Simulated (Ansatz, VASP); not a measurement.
## Eu in VASP and in Ansatz

Contents of INCAR:

```
ALGO = Normal ; EDIFF = 1E-7
ENCUT = 520 ; GGA = PE
ISIF = 2 ; ISMEAR = -1
ISPIN = 2 ; LASPH = True
LCHARG = False ; LMAXMIX = 6
LORBIT = 11 ; LREAL = False
LWAVE = False ; MAGMOM = 7.02
NBANDS = 18 ; NELM = 150
PREC = Accurate ; SIGMA = 0.03
```

Contents of KPOINTS:

```
k-points
0
Gamma
  10 10 10
```

The input POSCAR:

```
Eu
1.0
   -2.1939508085      2.1939508085      2.1939508085
    2.1939508085     -2.1939508085      2.1939508085
    2.1939508085      2.1939508085     -2.1939508085
Eu
1
Direct
    0.0000000000      0.0000000000      0.0000000000
```

Input for Ansatz:

```yaml
crystal:
  lattice:
    - [-2.1939508085, 2.1939508085, 2.1939508085]
    - [2.1939508085, -2.1939508085, 2.1939508085]
    - [2.1939508085, 2.1939508085, -2.1939508085]
  atoms:
    - { symbol: Eu, position: [0.0, 0.0, 0.0], spin: 7.02 }
hamiltonian:
  xc: pbe
  pseudopotentials:
    kind: paw
    azcp:
      Eu: "pseudopotentials/Eu.paw.azcp"
basis:
  ecutwfc: 420
  fft_grid_basis: typed
kpoints:
  mp_grid: { grid: [10, 10, 10], shift: [0, 0, 0] }
magnetization:
  spin_polarized: true
scf:
  occupations: { method: fermi_dirac, width: 0.03 }
  lower_state_search: "off"
output:
  stress: true
```

Alike in both runs: task single point; functional PBE; k mesh 10 × 10 × 10; occupations fermi-dirac, width 0.03 eV; collinear spin.

|  | VASP | Ansatz |
| --- | --- | --- |
| version | VASP 6.6.1 | Ansatz 0.2.0 |
| potentials or method | VASP PAW PBE potentials, release 64 (Eu), cutoff 520 eV | plane waves (420 eV) with PAW, scalar-relativistic |
| valence electrons in the cell | 17 | 17 |

Ansatz gave:

```
pressure (GPa)                                                : -0.1
net moment per atom (μB)                                      : 7.30
size of the moment on the site where the two differ most (μB) : 7.03
```

Problem. Estimate VASP's values.

Solution. Pressure (GPa): -0.3; net moment per atom (μB): 7.29; size of the moment on the site where the two differ most (μB): 6.68.

Site moments also hang on the region over which each program counts them.

Spin-orbit coupling is off throughout.
